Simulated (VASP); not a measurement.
Set up this calculation in VASP 6.6.1, as the native input.

- Task: relaxation of the atoms
- Functional: PBE
- Potentials or basis: VASP PAW PBE potentials, release 64 (C, Si)
- Cutoff: 520 eV
- k mesh: 2 × 2 × 2
- Occupations: gaussian, width 0.01 eV
- Spin: no spin polarisation
- Dipole correction: no
- Further INCAR settings: LREAL = Auto; ALGO = Normal; EDIFF = 1e-07; IBRION = 2; EDIFFG = -0.025; NSW = 65

The structure of Si15C17 (a cell with a defect) lies in POSCAR:

```
Si15C17
1.0
    6.1882403624     -0.0000000001      0.0000000000
   -3.0941201812     -5.3591733585      0.0000000000
    0.0000000000      0.0000000000    -10.1293391981
C Si
17 15
Direct
    0.1666666667      0.3333333333      0.0621558122
    0.1666666667      0.3333333333      0.2501925541
    0.6666666667      0.3333333333      0.2501925541
    0.1666666667      0.8333333333      0.2501925541
    0.6666666667      0.8333333333      0.2501925541
    0.8333333333      0.1666666667      0.7501925541
    0.3333333333      0.1666666667      0.7501925541
    0.8333333333      0.6666666667      0.7501925541
    0.3333333333      0.6666666667      0.7501925541
    0.0000000000      0.0000000000      0.4995521901
    0.5000000000      0.0000000000      0.4995521901
    0.0000000000      0.5000000000      0.4995521901
    0.5000000000      0.5000000000      0.4995521901
    0.0000000000      0.0000000000      0.9995521901
    0.5000000000      0.0000000000      0.9995521901
    0.0000000000      0.5000000000      0.9995521901
    0.5000000000      0.5000000000      0.9995521901
    0.6666666667      0.3333333333      0.0621558122
    0.1666666667      0.8333333333      0.0621558122
    0.6666666667      0.8333333333      0.0621558122
    0.8333333333      0.1666666667      0.5621558122
    0.3333333333      0.1666666667      0.5621558122
    0.8333333333      0.6666666667      0.5621558122
    0.3333333333      0.6666666667      0.5621558122
    0.0000000000      0.5000000000      0.3121004435
    0.5000000000      0.5000000000      0.3121004435
    0.0000000000      1.0000000000      0.3121004435
    0.5000000000      1.0000000000      0.3121004435
    0.0000000000      0.5000000000      0.8121004435
    0.5000000000      0.5000000000      0.8121004435
    0.0000000000      1.0000000000      0.8121004435
    0.5000000000      1.0000000000      0.8121004435
```

One way to write it, as run:

INCAR

```
ALGO = Normal ; EDIFF = 1E-7
EDIFFG = -0.025 ; ENCUT = 520
GGA = PE ; GGA_COMPAT = False
IBRION = 2 ; ISIF = 2
ISMEAR = 0 ; LASPH = True
LCHARG = False ; LREAL = Auto
LWAVE = False ; NELM = 120
NELMIN = 4 ; NSW = 65
PREC = Accurate ; SIGMA = 0.01
```

KPOINTS

```
k-points
0
Gamma
  2 2 2
```

Potentials or basis: VASP PAW PBE potentials, release 64 (C, Si).

Run with:

```console
$ cat potpaw_PBE.64/C/POTCAR potpaw_PBE.64/Si/POTCAR > POTCAR
$ mpirun -np 1 vasp_std > vasp.out
```

Results of the run:

The energy gained by relaxing is 29.0 meV/atom and the ionic steps are 12. The pressure after relaxing is -5.8 GPa. The largest force after relaxing is 0.023 eV/Å and the band gap on the k mesh is 2.00 eV.

Caveat: the k points lie up to 0.59 Å⁻¹ apart.

It took 23 min on 1 thread of Intel(R) Xeon(R) Platinum 8488C (Sapphire Rapids), with other jobs on the host, peak memory 0.5 GiB.
